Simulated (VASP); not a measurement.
# V (Im-3m) in VASP: a series of runs

The runs below take V through single point, with r2SCAN.

Program: VASP 6.6.1. These are calculated values, not measurements. Logs are shortened: lines on timing, memory, paths and dates and some standing lists are left out, and cuts for length are marked.

### Step 1. The cell of the first run

Symmetry: Im-3m, No. 229, cubic system. Conventional cell: a = 2.915 Å, b = 2.915 Å, c = 2.915 Å, α = 90.00°, β = 90.00°, γ = 90.00°. V (site symmetry m-3m) has 14 V at 2.52 to 2.91 Å within 3.3 Å.

### Step 2. Single point, r2SCAN

Input file POSCAR:

```
V
1.0
   -1.4574437157      1.4574437157      1.4574437157
    1.4574437157     -1.4574437157      1.4574437157
    1.4574437157      1.4574437157     -1.4574437157
V
1
Direct
    0.0000000000      0.0000000000      0.0000000000
```

Input file INCAR.step1:

```
ALGO = Normal
EDIFF = 1E-4
ENCUT = 520
GGA = PE
ISMEAR = -1
LASPH = True
LCHARG = False
LREAL = False
LWAVE = True
NBANDS = 12
NELM = 60
PREC = Accurate
SIGMA = 0.1
```

Input file INCAR.step2:

```
ALGO = Normal
EDIFF = 1E-6
ENCUT = 520
ISIF = 2
ISMEAR = -1
ISTART = 1
LASPH = True
LCHARG = True
LELF = True
LMIXTAU = True
LREAL = False
LVHAR = True
LWAVE = False
METAGGA = R2SCAN
NBANDS = 12
NELM = 60
PREC = Accurate
SIGMA = 0.1
```

Input file KPOINTS:

```
k-points
0
Gamma
  16 16 16
```

Potentials or basis: VASP PAW PBE potentials, release 64 (V_sv).

On the command line:

```sh
$ cat potpaw_PBE.64/V_sv/POTCAR > POTCAR
$ cp INCAR.step1 INCAR
$ mpirun -np 1 vasp_std > vasp.out
$ cp INCAR.step2 INCAR
$ mpirun -np 1 vasp_std > vasp.out
```

OUTCAR:

```text
EDIFF = 1E-6
   ENCUT = 520
   ISIF = 2
   ISMEAR = -1
   ISTART = 1
   LASPH = True
   LREAL = False
   METAGGA = R2SCAN
   NELM = 60
   PREC = Accurate

 ion  position               nearest neighbor table
   1  0.000  0.000  0.000-

  LATTYP: Found a body centered cubic cell.
 ALAT       =     2.9148874314

  Lattice vectors:

 A1 = (  -1.4574437157,   1.4574437157,   1.4574437157)
 A2 = (   1.4574437157,  -1.4574437157,   1.4574437157)
 A3 = (   1.4574437157,   1.4574437157,  -1.4574437157)

Analysis of symmetry for initial positions (statically):
=====================================================================
 Subroutine PRICEL returns:
 Original cell was already a primitive cell.

 Routine SETGRP: Setting up the symmetry group for a
 body centered cubic supercell.

 Subroutine GETGRP returns: Found 48 space group operations
 (whereof 48 operations were pure point group operations)
 out of a pool of 48 trial point group operations.

The static configuration has the point symmetry O_h .

Analysis of symmetry for dynamics (positions and initial velocities):
=====================================================================
 Subroutine PRICEL returns:
 Original cell was already a primitive cell.

 Routine SETGRP: Setting up the symmetry group for a
 body centered cubic supercell.

 Subroutine GETGRP returns: Found 48 space group operations
 (whereof 48 operations were pure point group operations)
 out of a pool of 48 trial point group operations.

The dynamic configuration has the point symmetry O_h .

 Subroutine INISYM returns: Found 48 space group operations
 (whereof 48 operations are pure point group operations),
 and found     1 'primitive' translations

----------------------------------------------------------------------------------------

                                     Primitive cell

  volume of cell :      12.3833

  direct lattice vectors                    reciprocal lattice vectors
    -1.457443716  1.457443716  1.457443716     0.000000000  0.343066421  0.343066421
     1.457443716 -1.457443716  1.457443716     0.343066421  0.000000000  0.343066421
     1.457443716  1.457443716 -1.457443716     0.343066421  0.343066421  0.000000000

  length of vectors
     2.524366565  2.524366565  2.524366565     0.485169186  0.485169186  0.485169186

  position of ions in fractional coordinates (direct lattice)
     0.000000000  0.000000000  0.000000000
[... 75 lines left out ...]
   NELM   =     60;   NELMIN=  2; NELMDL=  0     # of ELM steps
   EDIFF  = 0.1E-05   stopping-criterion for ELM
   LREAL  =      F    real-space projection
[... 7 lines left out ...]
   TEBEG  =    0.0;   TEEND  =   0.0 temperature during run
   PSTRESS=    0.0 pullay stress
   NELECT =      13.0000    total number of electrons
   NUPDOWN=      -1.0000    fix difference up-down
   EMIN   =  10.00;   EMAX   =-10.00  energy-range for DOS
   EFERMI =   0.00;   METHOD = LEGACY
   ISMEAR =    -1;   SIGMA  =   0.10  broadening in eV -4-tet -1-fermi 0-gaus
   EFERMI_NEDOS =   21; number of points for ismear=-14 and -15
   IALGO  =     38    algorithm
   IMIX   =      4    mixing-type and parameters
     AMIX     =   0.40;   BMIX     =  1.00
     AMIX_MAG =   1.60;   BMIX_MAG =  1.00
  volume/ion in A,a.u.               =      12.38        83.57
  Fermi-wavevector in a.u.,A,eV,Ry     =   1.663837  3.144196 37.665745  2.768354
  Thomas-Fermi vector in A             =   2.750485
   LORBIT       =      0    0 simple, 1 ext, 2 COOP (PROOUT), +10 PAW based schemes
   METAGGA = R2SCAN    functional components
   LHFCALC =     F    Hartree Fock is set to
   AEXX    =    0.0000 exact exchange contribution
   IVDW    =     0    specifies the selected vdW correction
   LEPSILON=     F    determine dielectric tensor
   LRPA    =     F    only Hartree local field effects (RPA)
 non-spin polarized calculation
  energy-cutoff  :      520.00
  volume of cell :       12.38
 maximum number of plane-waves:       370
   NGX =  9   NGY =  9   NGZ =  9

 number of electron      13.0000009 magnetization

 Free energy of the ion-electron system (eV)
  ---------------------------------------------------
  ext. energy  EPLUGINS =         0.00000000
  ---------------------------------------------------
  free energy    TOTEN  =       -14.10851373 eV

  energy without entropy =      -14.05686705  energy(sigma->0) =      -14.08269039

 E-fermi :  10.7763     XC(G=0): -14.5845

 val. band max:       10.7685680652   @ k =  -0.1875   0.2500   0.1250
 cond. band min:      10.7977539002   @ k =   0.1250   0.0625   0.0000
 fundamental gap:      0.0291858350
 Fermi energy:        10.7763188926

 k-point     1 :       0.0000    0.0000    0.0000
  band No.  band energies     occupation
      1     -55.4581      2.00000
      2     -27.4498      2.00000
      3     -27.4498      2.00000
      4     -27.4498      2.00000
      5       3.5315      2.00000
      6      11.2597      0.01578
      7      11.2598      0.01578
      8      11.2598      0.01578
      9      13.6655      0.00000
     10      13.6655      0.00000
     11      32.6579      0.00000
     12      32.6580      0.00000
[... 331 lines left out ...]
 k-point    24 :       0.2500    0.1875   -0.0000
  band No.  band energies     occupation
      1     -55.2043      2.00000
      2     -28.4002      2.00000
      3     -27.8314      2.00000
      4     -27.5521      2.00000
      5       7.7932      2.00000
      6       9.6204      1.99998
      7      10.2351      1.99112
      8      13.2307      0.00000
      9      14.1833      0.00000
     10      15.7175      0.00000
     11      25.7838      0.00000
     12      27.1355      0.00000

 [... further k-points ...]

------------------------ aborting loop because EDIFF is reached ----------------------------------------

  FORCE on cell =-STRESS in cart. coord.  units (eV):
  Direction    XX          YY          ZZ          XY          YZ          ZX
  --------------------------------------------------------------------------------------
  -------------------------------------------------------------------------------------
  Total        1.2734557      1.2734557      1.2734557     -0.0000000     -0.0000000     -0.0000000
  in kB      164.7627607    164.7627607    164.7627607     -0.0000000     -0.0000000     -0.0000000
  external PRESSURE =     164.7627607 kB  Pullay stress =       0.0000000 kB

 VOLUME and BASIS-vectors are now :
 -----------------------------------------------------------------------------
  energy-cutoff  :      520.00
  volume of cell :       12.38
      direct lattice vectors                 reciprocal lattice vectors
    -1.457443716  1.457443716  1.457443716     0.000000000  0.343066421  0.343066421
     1.457443716 -1.457443716  1.457443716     0.343066421  0.000000000  0.343066421
     1.457443716  1.457443716 -1.457443716     0.343066421  0.343066421  0.000000000

 POSITION                                       TOTAL-FORCE (eV/Angst)
 -----------------------------------------------------------------------------------
      0.00000      0.00000      0.00000        -0.000000     -0.000000     -0.000000
 -----------------------------------------------------------------------------------
    total drift:                                0.000000     -0.000000      0.000000

  FREE ENERGIE OF THE ION-ELECTRON SYSTEM (eV)
  ---------------------------------------------------
  free  energy   TOTEN  =       -14.1085137286 eV

  energy  without entropy=      -14.0568670503  energy(sigma->0) =      -14.08269039
```

OSZICAR.step1:

```text
N       E                     dE             d eps       ncg     rms          rms(c)
DAV:   1     0.895918562538E+02    0.89592E+02   -0.69997E+03  3496   0.120E+03
DAV:   2    -0.892177645935E+01   -0.98514E+02   -0.95437E+02  3544   0.331E+02
DAV:   3    -0.101815632442E+02   -0.12598E+01   -0.12565E+01  3836   0.436E+01
DAV:   4    -0.101875334333E+02   -0.59702E-02   -0.59701E-02  3740   0.318E+00
DAV:   5    -0.101876017358E+02   -0.68303E-04   -0.68303E-04  3820   0.320E-01    0.206E+01
DAV:   6    -0.898870748909E+01    0.11989E+01   -0.25663E+00  3596   0.272E+01    0.288E+00
DAV:   7    -0.896656360795E+01    0.22144E-01   -0.24327E-02  3728   0.190E+00    0.129E+00
DAV:   8    -0.895922090434E+01    0.73427E-02   -0.55148E-03  3576   0.112E+00    0.632E-02
DAV:   9    -0.895924735941E+01   -0.26455E-04   -0.62341E-05  2044   0.122E-01
   1 F= -.89592474E+01 E0= -.89321605E+01  d E =-.541738E-01
```

Wall time 31 s (1 thread of Intel Xeon 6975P-C (Granite Rapids), shared host); peak memory 0.14 GiB.

What came out:

* Free energy: -14.1085 eV
* Pressure: 16.5 GPa

Caveat: the PAW data sets were made with another functional, which shifts forces and pressure a little.

### Step 3. Single point, r2SCAN

POSCAR is that of step 2.

Input file INCAR.step1:

```
SYSTEM = V
PREC     = Accurate       ! precision mode
ENCUT    = 520            ! plane-wave cutoff, eV
ISMEAR   = -1             ! smearing method
SIGMA    = 0.1            ! smearing width, eV
LREAL    = .False.        ! projectors in reciprocal space
LASPH    = .True.         ! aspherical terms in the spheres
NELM     = 80             ! most SCF steps
NBANDS   = 12             ! bands
GGA      = PE             ! functional
ALGO     = Normal         ! electronic algorithm
EDIFF    = 1E-4           ! SCF threshold, eV
LWAVE    = .True.         ! write WAVECAR
LCHARG   = .False.        ! write CHGCAR
```

Input file INCAR.step2:

```
SYSTEM = V
PREC     = Accurate       ! precision mode
ENCUT    = 520            ! plane-wave cutoff, eV
EDIFF    = 1E-7           ! SCF threshold, eV
ISMEAR   = -1             ! smearing method
SIGMA    = 0.1            ! smearing width, eV
LREAL    = .False.        ! projectors in reciprocal space
LASPH    = .True.         ! aspherical terms in the spheres
NELM     = 80             ! most SCF steps
ALGO     = Normal         ! electronic algorithm
ISIF     = 2              ! what is computed and relaxed
LWAVE    = .False.        ! write WAVECAR
LCHARG   = .False.        ! write CHGCAR
METAGGA  = R2SCAN         ! meta-GGA
LMIXTAU  = .True.       
NBANDS   = 12             ! bands
ISTART   = 1
```

Input file KPOINTS:

```
Automatic mesh
0
Gamma
  16 16 16
  0 0 0
```

Potentials or basis: VASP PAW PBE potentials, release 64 (V_sv).

On the command line:

```sh
$ cat potpaw_PBE.64/V_sv/POTCAR > POTCAR
$ cp INCAR.step1 INCAR
$ mpirun -np 1 vasp_std > vasp.out
$ cp INCAR.step2 INCAR
$ mpirun -np 1 vasp_std > vasp.out
```

OUTCAR:

```text
SYSTEM = V
   PREC = Accurate
   ENCUT = 520
   EDIFF = 1E-7
   ISMEAR = -1
   LREAL = .False.
   LASPH = .True.
   NELM = 80
   ISIF = 2
   METAGGA = R2SCAN
   ISTART = 1

 ion  position               nearest neighbor table
   1  0.000  0.000  0.000-

  LATTYP: Found a body centered cubic cell.
 ALAT       =     2.9148874314

  Lattice vectors:

[... 537 lines left out ...]
      9      14.1833      0.00000
     10      15.7175      0.00000
     11      25.7838      0.00000
     12      27.1355      0.00000

 [... further k-points ...]

------------------------ aborting loop because EDIFF is reached ----------------------------------------

  FORCE on cell =-STRESS in cart. coord.  units (eV):
  Direction    XX          YY          ZZ          XY          YZ          ZX
  --------------------------------------------------------------------------------------
  -------------------------------------------------------------------------------------
  Total        1.2741718      1.2741718      1.2741718     -0.0000000      0.0000000     -0.0000000
  in kB      164.8554113    164.8554113    164.8554113     -0.0000000      0.0000000     -0.0000000
  external PRESSURE =     164.8554113 kB  Pullay stress =       0.0000000 kB

 VOLUME and BASIS-vectors are now :
 -----------------------------------------------------------------------------
  energy-cutoff  :      520.00
  volume of cell :       12.38
      direct lattice vectors                 reciprocal lattice vectors
    -1.457443716  1.457443716  1.457443716     0.000000000  0.343066421  0.343066421
     1.457443716 -1.457443716  1.457443716     0.343066421  0.000000000  0.343066421
     1.457443716  1.457443716 -1.457443716     0.343066421  0.343066421  0.000000000

 POSITION                                       TOTAL-FORCE (eV/Angst)
 -----------------------------------------------------------------------------------
      0.00000      0.00000      0.00000         0.000000      0.000000     -0.000000
 -----------------------------------------------------------------------------------
    total drift:                                0.000000     -0.000000      0.000000

  FREE ENERGIE OF THE ION-ELECTRON SYSTEM (eV)
  ---------------------------------------------------
  free  energy   TOTEN  =       -14.1085136445 eV

  energy  without entropy=      -14.0568668683  energy(sigma->0) =      -14.08269026
```

OUTCAR.step1:

```text
SYSTEM = V
   PREC = Accurate
   ENCUT = 520
   ISMEAR = -1
   LREAL = .False.
   LASPH = .True.
[... 574 lines left out ...]

 POSITION                                       TOTAL-FORCE (eV/Angst)
 -----------------------------------------------------------------------------------
      0.00000      0.00000      0.00000         0.000000      0.000000     -0.000000
 -----------------------------------------------------------------------------------
    total drift:                                0.000000     -0.000000      0.000000

  FREE ENERGIE OF THE ION-ELECTRON SYSTEM (eV)
  ---------------------------------------------------
  free  energy   TOTEN  =        -8.9592473594 eV

  energy  without entropy=       -8.9050735446  energy(sigma->0) =       -8.93216045
```

OSZICAR.step1:

```text
N       E                     dE             d eps       ncg     rms          rms(c)
DAV:   1     0.895918562538E+02    0.89592E+02   -0.69997E+03  3496   0.120E+03
DAV:   2    -0.892177645935E+01   -0.98514E+02   -0.95437E+02  3544   0.331E+02
DAV:   3    -0.101815632442E+02   -0.12598E+01   -0.12565E+01  3836   0.436E+01
DAV:   4    -0.101875334333E+02   -0.59702E-02   -0.59701E-02  3740   0.318E+00
DAV:   5    -0.101876017358E+02   -0.68303E-04   -0.68303E-04  3820   0.320E-01    0.206E+01
DAV:   6    -0.898870748909E+01    0.11989E+01   -0.25663E+00  3596   0.272E+01    0.288E+00
DAV:   7    -0.896656360795E+01    0.22144E-01   -0.24327E-02  3728   0.190E+00    0.129E+00
DAV:   8    -0.895922090434E+01    0.73427E-02   -0.55148E-03  3576   0.112E+00    0.632E-02
DAV:   9    -0.895924735941E+01   -0.26455E-04   -0.62341E-05  2044   0.122E-01
   1 F= -.89592474E+01 E0= -.89321605E+01  d E =-.541738E-01
```

Run time: 32 s. Hardware: 1 thread of Intel Xeon 6975P-C (Granite Rapids), shared host; peak memory 0.14 GiB.

What came out:

* Free energy: -14.1085 eV
* Pressure: 16.5 GPa

Caveat: the PAW data sets were made with another functional, which shifts forces and pressure a little.

### Step 4. Single point, r2SCAN

This run uses another cell than the first one, of 12.79 Å³/atom, 1.033 times its volume.

Input file POSCAR:

```
V
1.0
   -1.4731163551      1.4731163551      1.4731163551
    1.4731163551     -1.4731163551      1.4731163551
    1.4731163551      1.4731163551     -1.4731163551
V
1
Direct
    0.0000000000      0.0000000000      0.0000000000
```

Input file INCAR.step1:

```
SYSTEM = V
  ALGO = Normal
  EDIFF = 1E-4
  ENCUT = 520
  GGA = PE
  ISMEAR = -1
  LASPH = .TRUE.
  LCHARG = .FALSE.
  LREAL = .FALSE.
  LWAVE = .TRUE.
  NBANDS = 12
  NELM = 60
  PREC = Accurate
  SIGMA = 0.1
```

Input file INCAR.step2:

```
SYSTEM = V
  ALGO = Normal
  EDIFF = 1E-6
  ENCUT = 520
  ISIF = 2
  ISMEAR = -1
  ISTART = 1
  LASPH = .TRUE.
  LCHARG = .FALSE.
  LMIXTAU = .TRUE.
  LREAL = .FALSE.
  LWAVE = .FALSE.
  METAGGA = R2SCAN
  NBANDS = 12
  NELM = 60
  PREC = Accurate
  SIGMA = 0.1
```

Input file KPOINTS:

```
k-points
0
G
  16 16 16
  0 0 0
```

On the command line:

```sh
$ cat potpaw_PBE.64/V_sv/POTCAR > POTCAR
$ cp INCAR.step1 INCAR
$ mpirun -np 1 vasp_std > vasp.out
$ cp INCAR.step2 INCAR
$ mpirun -np 1 vasp_std > vasp.out
```

Wall time 31 s (1 thread of Intel Xeon 6975P-C (Granite Rapids), shared host); peak memory 0.14 GiB.

It converged, with:

- Free energy: -14.1404 eV
- Pressure: 8.8 GPa

Levels at points of the mesh, in eV from the Fermi level:
```tsv
k point	band 5	band 6	band 7	band 8	band 9	band 10
(0.00, 0.00, 0.00)	-7.19	0.48	0.48	0.48	2.80	2.80
(0.50, 0.00, 0.00)	-3.54	-1.27	1.70	2.79	3.21	4.57
(0.50, 0.50, 0.50)	-3.39	-3.39	4.13	4.13	4.13	11.15
```

Caveat: the PAW data sets were made with another functional, which shifts forces and pressure a little.
